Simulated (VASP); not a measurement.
Crystal: CdS.

```xyz
2
Lattice="0.0000 2.7532 2.7532 2.7532 0.0000 2.7532 2.7532 2.7532 0.0000" Properties=species:S:1:pos:R:3 pbc="T T T"
Cd    0.0000    0.0000    0.0000
S     2.7532    2.7532    2.7532
```

| Quantity | Value |
| --- | --- |
| Program | VASP 6.6.1 |
| Task | relaxation of cell and atoms |
| Functional | LDA |
| Potentials or basis | VASP PAW LDA potentials, release 64 (Cd_sv_GW, S) |
| Cutoff | 540 eV |
| k mesh | 9 × 9 × 9 |
| Occupations | fermi-dirac, width 0.02 eV |
| Spin | no spin polarisation |

At the start: pressure -8.0 GPa; volume 20.87 Å³/atom.

Problem. Where does the relaxation end?

Solution. Over 3 steps the energy falls by 53.6 meV/atom and the volume is 18.91 Å³/atom (-9.4 %); space group Fm-3m (No. 225, to 0.05 Å).

The path:
```tsv
step	energy change (eV)	largest force (eV/Å)	pressure (GPa)	volume (Å³)
1	0.0000	0.0000	-7.97	41.74
2	-0.0688	0.0000	6.33	35.78
3	-0.1071	0.0000	-0.04	37.83
```

Final structure:
```cif
data_structure
_symmetry_space_group_name_H-M 'P 1'
_symmetry_Int_Tables_number 1
_cell_length_a 3.7679
_cell_length_b 3.7679
_cell_length_c 3.7679
_cell_angle_alpha 60.000
_cell_angle_beta 60.000
_cell_angle_gamma 60.000
_cell_volume 37.83
loop_
_atom_site_label
_atom_site_type_symbol
_atom_site_fract_x
_atom_site_fract_y
_atom_site_fract_z
_atom_site_occupancy
Cd1 Cd 0.00000 0.00000 0.00000 1
S1 S 0.50000 0.50000 0.50000 1
```
